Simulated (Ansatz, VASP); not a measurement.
One calculation of Ba, two programs

Contents of INCAR:

```
SYSTEM = Ba
PREC     = Accurate       ! precision mode
ENCUT    = 520            ! plane-wave cutoff, eV
EDIFF    = 1E-6           ! SCF threshold, eV
ISMEAR   = 0              ! smearing method
SIGMA    = 0.1            ! smearing width, eV
LREAL    = .False.        ! projectors in reciprocal space
LASPH    = .True.         ! aspherical terms in the spheres
NELM     = 100            ! most SCF steps
ALGO     = Fast           ! electronic algorithm
ISIF     = 2              ! what is computed and relaxed
LWAVE    = .False.        ! write WAVECAR
LCHARG   = .True.         ! write CHGCAR
GGA      = PE             ! functional
LELF     = .True.         ! ELF
LVHAR    = .True.       
NBANDS   = 11             ! bands
```

KPOINTS

```
regular mesh
0
Gamma
  10 10 12
  0 0 0
```

File POSCAR:

```
Ba
1.0
    4.0304073085      0.0000000000      0.0000000000
    0.0000000000      4.0304073085      0.0000000000
    0.0000000000      0.0000000000      3.7414317649
Ba
1
Direct
    0.5000000000      0.5000000000      0.5000000000
```

Input for Ansatz:

```yaml
crystal:
  lattice:
    - [4.0304073085, 0.0, 0.0]
    - [0.0, 4.0304073085, 0.0]
    - [0.0, 0.0, 3.7414317649]
  atoms:
    - { symbol: Ba, position: [0.5, 0.5, 0.5] }
basis:
  ecutwfc: 420
kpoints:
  mp_grid: { grid: [10, 10, 12] }
hamiltonian:
  xc: pbe
scf:
  occupations: { method: gaussian, width: 0.1 }
output:
  forces: true
  stress: true
  eigenvalues: true
```

Alike in both runs: task single point; functional PBE; k mesh 10 × 10 × 12; occupations gaussian, width 0.1 eV; no spin polarisation.

```csv
,VASP,Ansatz
version,VASP 6.6.1,Ansatz 0.2.0
potentials or method,"VASP PAW PBE potentials, release 64 (Ba_sv), cutoff 520 eV","scalar-relativistic, plane waves, PAW"
valence electrons in the cell,10,10
```

```csv
,VASP,Ansatz,Ansatz less VASP
gap on the k mesh at the Fermi level (eV),none,none,-
pressure (GPa),0.3,0.1,-0.13
"traceless stress, the component that is largest in VASP (GPa)",1.78,1.71,-0.063
```

A gap of «none» marks a metal or a gap that the smearing closes. The functional is the same, so the differences come from potentials, cutoffs and numerics.

Neither program's run includes spin-orbit coupling.
